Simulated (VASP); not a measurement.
# BN (F-43m) in VASP: further runs

The runs below take BN through single point, with r2SCAN, HSE06.

Program: VASP 6.6.1. These are calculated values, not measurements. Logs are shortened: lines on timing, memory, paths and dates and some standing lists are left out, and cuts for length are marked.

**1. The cell of the first run**

The structure is cubic, space group F-43m (No. 216). The conventional cell has a = 3.754 Å, b = 3.754 Å, c = 3.754 Å, α = 90.00°, β = 90.00°, γ = 90.00°. Within 2.2 Å of B (site symmetry -43m) lie 4 N at 1.63 Å. Within 2.2 Å of N (site symmetry -43m) lie 4 B at 1.63 Å.

**2. Single point, r2SCAN (strain +4.0%)**

The input, POSCAR:

```
BN
1.0
    0.0000000000      1.8770184836      1.8770184836
    1.8770184836      0.0000000000      1.8770184836
    1.8770184836      1.8770184836      0.0000000000
B N
1 1
Direct
    0.0000000000      0.0000000000      0.0000000000
    0.2500000000      0.2500000000      0.2500000000
```

The input, INCAR.step1:

```
SYSTEM = BN
PREC = Accurate
ENCUT = 520
ISMEAR = 0
SIGMA = 0.01
LREAL = .FALSE.
LASPH = .TRUE.
NELM = 80
NBANDS = 11
GGA = PE
ALGO = Normal
EDIFF = 1E-4
LWAVE = .TRUE.
LCHARG = .FALSE.
```

The input, INCAR.step2:

```
SYSTEM = BN
PREC = Accurate
ENCUT = 520
EDIFF = 1E-7
ISMEAR = 0
SIGMA = 0.01
LREAL = .FALSE.
LASPH = .TRUE.
NELM = 80
ALGO = Normal
ISIF = 2
LWAVE = .FALSE.
LCHARG = .FALSE.
METAGGA = R2SCAN
LMIXTAU = .TRUE.
NBANDS = 11
ISTART = 1
```

The input, KPOINTS:

```
regular mesh
0
G
  12 12 12
  0 0 0
```

Potentials or basis: VASP PAW PBE potentials, release 64 (B, N).

Launch:

```
> cat potpaw_PBE.64/B/POTCAR potpaw_PBE.64/N/POTCAR > POTCAR
> cp INCAR.step1 INCAR
> mpirun -np 1 vasp_std > vasp.out
> cp INCAR.step2 INCAR
> mpirun -np 1 vasp_std > vasp.out
```

OUTCAR:

```text
SYSTEM = BN
   PREC = Accurate
   ENCUT = 520
   EDIFF = 1E-7
   ISMEAR = 0
   LREAL = .FALSE.
   LASPH = .TRUE.
   NELM = 80
   ISIF = 2
   METAGGA = R2SCAN
   ISTART = 1

 ion  position               nearest neighbor table
   1  0.000  0.000  0.000-   2 1.63   2 1.63   2 1.63   2 1.63
   2  0.250  0.250  0.250-   1 1.63   1 1.63   1 1.63   1 1.63

  LATTYP: Found a face centered cubic cell.
 ALAT       =     3.7540369672

  Lattice vectors:

 A1 = (   0.0000000000,   1.8770184836,   1.8770184836)
 A2 = (   1.8770184836,   0.0000000000,   1.8770184836)
 A3 = (   1.8770184836,   1.8770184836,   0.0000000000)

Analysis of symmetry for initial positions (statically):
=====================================================================
 Subroutine PRICEL returns:
 Original cell was already a primitive cell.

 Routine SETGRP: Setting up the symmetry group for a
 face centered cubic supercell.

 Subroutine GETGRP returns: Found 24 space group operations
 (whereof 24 operations were pure point group operations)
 out of a pool of 48 trial point group operations.

The static configuration has the point symmetry T_d .

Analysis of symmetry for dynamics (positions and initial velocities):
=====================================================================
 Subroutine PRICEL returns:
 Original cell was already a primitive cell.

 Routine SETGRP: Setting up the symmetry group for a
 face centered cubic supercell.

 Subroutine GETGRP returns: Found 24 space group operations
 (whereof 24 operations were pure point group operations)
 out of a pool of 48 trial point group operations.

The dynamic configuration has the point symmetry T_d .

 Subroutine INISYM returns: Found 24 space group operations
 (whereof 24 operations are pure point group operations),
 and found     1 'primitive' translations

----------------------------------------------------------------------------------------

                                     Primitive cell

  volume of cell :      13.2262

  direct lattice vectors                    reciprocal lattice vectors
     0.000000000  1.877018484  1.877018484    -0.266379902  0.266379902  0.266379902
     1.877018484  0.000000000  1.877018484     0.266379902 -0.266379902  0.266379902
     1.877018484  1.877018484  0.000000000     0.266379902  0.266379902 -0.266379902

  length of vectors
     2.654504996  2.654504996  2.654504996     0.461383525  0.461383525  0.461383525

  position of ions in fractional coordinates (direct lattice)
     0.000000000  0.000000000  0.000000000
     0.250000000  0.250000000  0.250000000

  ion indices of the primitive-cell ions
   primitive index   ion index
                 1           1
                 2           2

----------------------------------------------------------------------------------------

 KPOINTS: regular mesh

Automatic generation of k-mesh.
 Grid dimensions read from file:
 generate k-points for:   12   12   12

 Generating k-lattice:

  Cartesian coordinates                     Fractional coordinates (reciprocal lattice)
    -0.022198325  0.022198325  0.022198325     0.083333333  0.000000000  0.000000000
     0.022198325 -0.022198325  0.022198325     0.000000000  0.083333333  0.000000000
     0.022198325  0.022198325 -0.022198325     0.000000000  0.000000000  0.083333333

  Length of vectors
     0.038448627  0.038448627  0.038448627

  Shift w.r.t. Gamma in fractional coordinates (k-lattice)
     0.000000000  0.000000000  0.000000000

 Subroutine IBZKPT returns following result:
 ===========================================

 Found     72 irreducible k-points:

 Following reciprocal coordinates:
            Coordinates               Weight
  0.000000  0.000000  0.000000      1.000000
  0.083333  0.000000  0.000000      8.000000
  0.166667  0.000000  0.000000      8.000000
  0.250000  0.000000  0.000000      8.000000
  0.333333  0.000000  0.000000      8.000000
  0.416667  0.000000  0.000000      8.000000
[... 16 lines left out ...]
  0.500000  0.166667  0.000000     24.000000
 -0.416667  0.166667  0.000000     24.000000
 [... further k-points ...]
   k-points           NKPTS =     72   k-points in BZ     NKDIM =     72   number of bands    NBANDS=     11
   number of dos      NEDOS =    301   number of ions     NIONS =      2
   total plane-waves  NPLWV =   8000
   dimension x,y,z NGX =    20 NGY =   20 NGZ =   20
   dimension x,y,z NGXF=    40 NGYF=   40 NGZF=   40
   ions per type =               1   1
   NGX,Y,Z   is equivalent  to a cutoff of  12.53, 12.53, 12.53 a.u.
   NGXF,Y,Z  is equivalent  to a cutoff of  25.05, 25.05, 25.05 a.u.
 SYSTEM =  BN
   PREC   = accura    normal or accurate (medium, high low for compatibility)
   ISTART =      1    job   : 0-new  1-cont  2-samecut
   ICHARG =      0    charge: 1-file 2-atom 10-const
   ISPIN  =      1    spin polarized calculation?
   LNONCOLLINEAR =      F non collinear calculations
   LSORBIT =      F    spin-orbit coupling
   LASPH  =      T    aspherical Exc in radial PAW
   ENCUT  =  520.0 eV  38.22 Ry    6.18 a.u.   4.94  4.94  4.94*2*pi/ulx,y,z
   NELM   =     80;   NELMIN=  2; NELMDL=  0     # of ELM steps
   EDIFF  = 0.1E-06   stopping-criterion for ELM
   LREAL  =      F    real-space projection
   EDIFFG = 0.1E-05   stopping-criterion for IOM
   NSW    =      0    number of steps for IOM
   IBRION =     -1    ionic relax: 0-MD 1-quasi-New 2-CG
   NFREE  =      0    steps in history (QN), initial steepest desc. (CG)
   ISIF   =      2    stress and relaxation
   ISYM   =      2    0-nonsym 1-usesym 2-fastsym
   POTIM  = 0.5000    time-step for ionic-motion
   TEBEG  =    0.0;   TEEND  =   0.0 temperature during run
   PSTRESS=    0.0 pullay stress
   NELECT =       8.0000    total number of electrons
   NUPDOWN=      -1.0000    fix difference up-down
   EMIN   =  10.00;   EMAX   =-10.00  energy-range for DOS
   EFERMI =   0.00;   METHOD = LEGACY
   ISMEAR =     0;   SIGMA  =   0.01  broadening in eV -4-tet -1-fermi 0-gaus
   EFERMI_NEDOS =   21; number of points for ismear=-14 and -15
   IALGO  =     38    algorithm
   IMIX   =      4    mixing-type and parameters
     AMIX     =   0.40;   BMIX     =  1.00
     AMIX_MAG =   1.60;   BMIX_MAG =  1.00
  volume/ion in A,a.u.               =       6.61        44.63
  Fermi-wavevector in a.u.,A,eV,Ry     =   1.384500  2.616326 26.080193  1.916840
  Thomas-Fermi vector in A             =   2.508998
   LORBIT       =      0    0 simple, 1 ext, 2 COOP (PROOUT), +10 PAW based schemes
   METAGGA = R2SCAN    functional components
   LHFCALC =     F    Hartree Fock is set to
   AEXX    =    0.0000 exact exchange contribution
   IVDW    =     0    specifies the selected vdW correction
   LEPSILON=     F    determine dielectric tensor
   LRPA    =     F    only Hartree local field effects (RPA)
 non-spin polarized calculation
 Gauss-broadening in eV      SIGMA  =   0.01
  energy-cutoff  :      520.00
  volume of cell :       13.23
 maximum number of plane-waves:       366
   NGX =  9   NGY =  9   NGZ =  9

 number of electron       8.0000002 magnetization

 Free energy of the ion-electron system (eV)
  ---------------------------------------------------
  ext. energy  EPLUGINS =         0.00000000
  ---------------------------------------------------
  free energy    TOTEN  =       -18.99702981 eV

  energy without entropy =      -18.99702981  energy(sigma->0) =      -18.99702981

 E-fermi :   5.9551     XC(G=0): -13.0566

 val. band max:        5.9125434243   @ k =   0.0000   0.0000   0.0000
 cond. band min:      10.7385290870   @ k =   0.5000   0.5000   0.0000
 fundamental gap:      4.8259856627
 Fermi energy:         5.9550775131

 k-point     1 :       0.0000    0.0000    0.0000
  band No.  band energies     occupation
      1     -14.1239      2.00000
      2       5.9125      2.00000
      3       5.9125      2.00000
      4       5.9125      2.00000
      5      14.8843      0.00000
      6      14.8843      0.00000
      7      14.8843      0.00000
      8      15.0919      0.00000
      9      29.8811      0.00000
     10      33.2971      0.00000
     11      33.2971      0.00000

 k-point     2 :       0.0833    0.0000    0.0000
  band No.  band energies     occupation
      1     -13.9649      2.00000
      2       5.0221      2.00000
      3       5.7482      2.00000
      4       5.7482      2.00000
      5      14.8246      0.00000
      6      15.1379      0.00000
      7      15.1379      0.00000
      8      15.9008      0.00000
      9      29.8801      0.00000
     10      31.3533      0.00000
     11      31.3533      0.00000

 k-point     3 :       0.1667    0.0000    0.0000
  band No.  band energies     occupation
      1     -13.4956      2.00000
      2       2.9898      2.00000
      3       5.3443      2.00000
      4       5.3443      2.00000
      5      14.8934      0.00000
      6      15.7345      0.00000
      7      15.7345      0.00000
      8      17.4285      0.00000
      9      29.6751      0.00000
     10      29.8722      0.00000
     11      29.8722      0.00000

 k-point     4 :       0.2500    0.0000    0.0000
  band No.  band energies     occupation
      1     -12.7450      2.00000
      2       0.6274      2.00000
      3       4.8717      2.00000
      4       4.8717      2.00000
      5      15.0055      0.00000
      6      16.3214      0.00000
      7      16.3214      0.00000
      8      18.9461      0.00000
      9      29.2104      0.00000
     10      29.4669      0.00000
     11      29.4669      0.00000
[... 239 lines left out ...]
 k-point    22 :       0.4167    0.1667    0.0000
  band No.  band energies     occupation
      1     -10.9782      2.00000
      2      -1.9165      2.00000
      3       2.9105      2.00000
      4       3.1817      2.00000
      5      14.4730      0.00000
      6      17.7475      0.00000
      7      18.7350      0.00000
      8      19.4797      0.00000
      9      26.1761      0.00000
     10      31.4544      0.00000
     11      33.9776      0.00000

 k-point    23 :       0.5000    0.1667    0.0000
  band No.  band energies     occupation
      1     -10.1644      2.00000
      2      -3.2920      2.00000
      3       2.3599      2.00000
      4       3.2442      2.00000
      5      14.8247      0.00000
      6      17.6789      0.00000
      7      18.5244      0.00000
      8      20.6872      0.00000
      9      26.5688      0.00000
     10      31.6061      0.00000
     11      33.2020      0.00000

 k-point    24 :      -0.4167    0.1667    0.0000
  band No.  band energies     occupation
      1     -10.0189      2.00000
      2      -3.5146      2.00000
      3       1.9885      2.00000
      4       3.5337      2.00000
      5      15.2519      0.00000
      6      17.5438      0.00000
      7      18.1524      0.00000
      8      21.2315      0.00000
      9      26.8496      0.00000
     10      31.0724      0.00000
     11      31.8796      0.00000

 [... further k-points ...]
[... 5 lines left out ...]
  --------------------------------------------------------------------------------------
  -------------------------------------------------------------------------------------
  Total       -3.0067541     -3.0067541     -3.0067541      0.0000000      0.0000000     -0.0000000
  in kB     -364.2275941   -364.2275941   -364.2275941      0.0000000      0.0000000     -0.0000000
  external PRESSURE =    -364.2275941 kB  Pullay stress =       0.0000000 kB

 VOLUME and BASIS-vectors are now :
 -----------------------------------------------------------------------------
  energy-cutoff  :      520.00
  volume of cell :       13.23
      direct lattice vectors                 reciprocal lattice vectors
     0.000000000  1.877018484  1.877018484    -0.266379902  0.266379902  0.266379902
     1.877018484  0.000000000  1.877018484     0.266379902 -0.266379902  0.266379902
     1.877018484  1.877018484  0.000000000     0.266379902  0.266379902 -0.266379902

 POSITION                                       TOTAL-FORCE (eV/Angst)
 -----------------------------------------------------------------------------------
      0.00000      0.00000      0.00000        -0.000000     -0.000000     -0.000000
      0.93851      0.93851      0.93851         0.000000      0.000000      0.000000
 -----------------------------------------------------------------------------------
    total drift:                               -0.000000     -0.000000      0.000000

  FREE ENERGIE OF THE ION-ELECTRON SYSTEM (eV)
  ---------------------------------------------------
  free  energy   TOTEN  =       -18.9970298087 eV

  energy  without entropy=      -18.9970298087  energy(sigma->0) =      -18.99702981
```

Run time: 18 s. Hardware: 1 thread of Intel Xeon 6975P-C (Granite Rapids), shared host; peak memory 0.12 GiB.

What came out:

```yaml
Free_energy: -18.9970 eV
Pressure: -36.4 GPa
Band_gap_on_the_k_mesh: 4.83 eV (least direct gap 8.97 eV)
```

Caveat: the cell differs from its parent crystal (strain +4.0%); the cell stands under tension; the PAW data sets were made with another functional, which shifts forces and pressure a little.

**3. Single point, HSE06 (strain -4.0%)**

The input, POSCAR:

```
BN
1.0
    0.0000000000      1.7326324464      1.7326324464
    1.7326324464      0.0000000000      1.7326324464
    1.7326324464      1.7326324464      0.0000000000
B N
1 1
Direct
    0.0000000000      0.0000000000      0.0000000000
    0.2500000000      0.2500000000      0.2500000000
```

The input, INCAR.step1:

```
PREC = Accurate
ENCUT = 520
EDIFF = 1E-5
ISMEAR = 0
SIGMA = 0.01
LREAL = False
LASPH = True
NELM = 100
ALGO = Normal
ISIF = 2
LWAVE = True
LCHARG = False
NBANDS = 11
GGA = PE
```

The input, INCAR.step2:

```
PREC = Accurate
ENCUT = 520
EDIFF = 1E-6
ISMEAR = 0
SIGMA = 0.01
LREAL = False
LASPH = True
NELM = 100
ALGO = Normal
ISIF = 2
LWAVE = False
LCHARG = False
GGA = PE
LHFCALC = True
HFSCREEN = 0.2079
PRECFOCK = Normal
NBANDS = 11
ISTART = 1
```

The input, KPOINTS:

```
Automatic mesh
0
Gamma
  8 8 8
```

Potentials or basis: VASP PAW PBE potentials, release 64 (B, N).

Launch:

```
> cat potpaw_PBE.64/B/POTCAR potpaw_PBE.64/N/POTCAR > POTCAR
> cp INCAR.step1 INCAR
> mpirun -np 1 vasp_std > vasp.out
> cp INCAR.step2 INCAR
> mpirun -np 1 vasp_std > vasp.out
```

It took 13 min on 1 thread of AMD EPYC 7R43 (Zen 3), shared host; peak memory 0.18 GiB.

Results (log left out):

- Free energy: -20.1279 eV
- Pressure: 55.8 GPa
- Band gap on the k mesh: 5.93 eV (least direct gap 11.21 eV)

Levels at points of the mesh, in eV from the valence-band top:
| k point | band 1 | band 2 | band 3 | band 4 | band 5 | band 6 | band 7 | band 8 |
| --- | --- | --- | --- | --- | --- | --- | --- | --- |
| (0.00, 0.00, 0.00) | -23.69 | 0.00 | 0.00 | 0.00 | 11.21 | 11.21 | 11.21 | 14.39 |
| (0.50, 0.00, 0.00) | -18.50 | -12.93 | -2.37 | -2.37 | 13.25 | 13.25 | 13.65 | 18.72 |
| (0.50, 0.50, 0.00) | -16.83 | -10.69 | -6.01 | -6.01 | 5.93 | 11.48 | 22.60 | 22.60 |

Caveat: the cell differs from its parent crystal (strain -4.0%); the cell stands under pressure; the PAW data sets were made with another functional, which shifts forces and pressure a little. A k mesh can miss the band edges.
